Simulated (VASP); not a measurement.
Set up this calculation in VASP 6.6.1, as the native input.

```yaml
Task: relaxation of cell and atoms
Functional: RPBE
Dispersion: D4
Potentials_or_basis: VASP PAW PBE potentials, release 64 (In_d)
Cutoff: 500 eV
k_mesh: 9 × 9 × 5
Occupations: fermi-dirac, width 0.05 eV
Spin: no spin polarisation
Dipole_correction: no
Further_INCAR_settings: ALGO = Normal; EDIFF = 1e-07; IBRION = 2; EDIFFG = -0.01; NSW = 60; ISIF = 3
```

The structure of In lies in POSCAR:

```
In
1.0
    3.3354847820      0.0000000000      0.0000000000
   -1.6677423910      2.8886145552      0.0000000000
    0.0000000000      0.0000000000      5.5091429200
In
2
Direct
    0.6666666667      0.3333333333      0.7500000000
    0.3333333333      0.6666666667      0.2500000000
```

This isn't the form of In at room conditions, which is tetragonal.

These files were run (other wordings do the same):

INCAR

```
SYSTEM = In
ALGO = Normal ; EDIFF = 1E-7
EDIFFG = -0.01 ; ENCUT = 500
GGA = RP ; GGA_COMPAT = .False.
IBRION = 2 ; ISIF = 3
ISMEAR = -1 ; IVDW = 13
LASPH = .True. ; LCHARG = .False.
LREAL = .False. ; LWAVE = .False.
NELM = 120 ; NELMIN = 4
NSW = 60 ; PREC = Accurate
SIGMA = 0.05
```

KPOINTS

```
k-points
0
Gamma
  9 9 5
  0 0 0
```

Potentials or basis: VASP PAW PBE potentials, release 64 (In_d).

The run is started by

```console
$ cat potpaw_PBE.64/In_d/POTCAR > POTCAR
$ mpirun -np 1 vasp_std > vasp.out
```

Results of the run:

| Quantity | Value |
| --- | --- |
| Relaxed volume | 26.28 Å³/atom |
| Relaxed cell | a = 3.338 Å, b = 3.338 Å, c = 5.448 Å, α = 90.00°, β = 90.00°, γ = 120.00° |
| Space group after relaxing (to 0.1 Å) | P6_3/mmc (No. 194) |
| Energy gained by relaxing | 0.7 meV/atom |
| Ionic steps | 8 |
| Pressure after relaxing | 0.0 GPa |
| Band gap on the k mesh | zero (bands 13 and 14 overlap by 4.18 eV) |
| Dispersion energy per atom | -0.612 eV |

Caveat: the PAW data sets were made with another functional, which shifts forces and pressure a little; spin-orbit coupling is left out, which moves the levels of the heavy elements.

It took 2.8 min on 1 thread of AMD EPYC 7R43 64-Core Processor (Zen 3), with other jobs on the host, peak memory 0.14 GiB.
